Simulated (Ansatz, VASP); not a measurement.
**MgO: VASP beside Ansatz**

```
Mg O
1.0
     5.95062    0.00000    0.00000
     0.00000    5.95062    0.00000
     0.00000    0.00000   26.67528
Mg O
16 16
Direct
  0.25000 0.25000 0.29990
  0.25000 0.75000 0.29990
  0.75000 0.25000 0.29990
  0.75000 0.75000 0.29990
  0.50000 0.50000 0.37877
  0.50000 0.00000 0.37877
  0.00000 0.50000 0.37877
  0.00000 0.00000 0.37877
  0.74972 0.75006 0.45797
  0.74993 0.25005 0.45803
  0.25011 0.75003 0.45804
  0.25013 0.25004 0.45793
  0.00074 0.00056 0.53623
  0.00073 0.49957 0.53621
  0.49925 0.00105 0.53662
  0.49932 0.49915 0.53664
  0.50000 0.50000 0.29990
  0.50000 0.00000 0.29990
  0.00000 0.50000 0.29990
  0.00000 0.00000 0.29990
  0.75000 0.75000 0.37877
  0.75000 0.25000 0.37877
  0.25000 0.75000 0.37877
  0.25000 0.25000 0.37877
  0.99991 0.99996 0.45773
  0.99990 0.50013 0.45773
  0.50004 0.00002 0.45783
  0.50005 0.50007 0.45784
  0.24982 0.25008 0.53822
  0.24932 0.75001 0.53801
  0.75081 0.25014 0.53804
  0.75016 0.75013 0.53839
```

Alike in both runs: task single point; functional PBE; dispersion D3(BJ); k mesh 3 × 3 × 1; occupations gaussian, width 0.05 eV; no spin polarisation.

|  | VASP | Ansatz |
| --- | --- | --- |
| version | VASP 6.6.1 | Ansatz 0.2.0 |
| potentials or method | VASP PAW PBE potentials, release 64 (Mg, O), cutoff 520 eV | scalar-relativistic, plane waves, PAW |
| valence electrons in the cell | 128 | 256 |

|  | VASP | Ansatz | Ansatz less VASP |
| --- | --- | --- | --- |
| gap on the k mesh at the Fermi level (eV) | 3.35 | 3.37 | +0.021 |
| least direct gap on the mesh (eV) | 3.35 | 3.37 | +0.021 |
| rms of the force components (eV/Å) | 0.148 | 0.142 | -0.0063 |

VASP's potentials hold 128 valence electrons a cell and Ansatz's 256, so a difference there can come from the potentials and not from the codes.
